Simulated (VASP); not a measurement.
Lu:

```
CELL_PARAMETERS angstrom
3.50310 0.00000 0.00000
-1.75155 3.03377 0.00000
0.00000 0.00000 5.55090
ATOMIC_POSITIONS crystal
Lu 0.33333 0.66667 0.25000
Lu 0.66667 0.33333 0.75000
```

```yaml
Program: VASP 6.6.1
Task: relaxation of volume and atoms at fixed shape
Functional: PBEsol
Potentials_or_basis: VASP PAW PBE potentials, release 64 (Lu)
Cutoff: 600 eV
k_mesh: 7 × 7 × 4
Occupations: methfessel-paxton, width 0.02 eV
Spin: no spin polarisation
```

At the start: pressure -2.9 GPa; volume 29.50 Å³/atom.

**Question.** Where does the relaxation end?

**Answer.** Over 4 steps the energy falls by 19.4 meV/atom and the volume is 27.63 Å³/atom (-6.3 %); space group P6_3/mmc (No. 194, to 0.05 Å).

The path:
```tsv
step	energy change (eV)	largest force (eV/Å)	pressure (GPa)	volume (Å³)
1	0.0000	0.0000	-2.93	58.99
2	-0.0373	0.0000	0.35	54.50
3	-0.0387	0.0000	0.27	54.95
4	-0.0389	0.0000	-0.01	55.26
```

Final structure:
```xyz
2
Lattice="3.4276 0.0000 0.0000 -1.7138 2.9684 0.0000 0.0000 0.0000 5.4313" Properties=species:S:1:pos:R:3 pbc="T T T"
Lu    0.0000    1.9789    1.3578
Lu    1.7138    0.9895    4.0735
```

Caveat: the PAW data sets were made with another functional, which shifts forces and pressure a little.
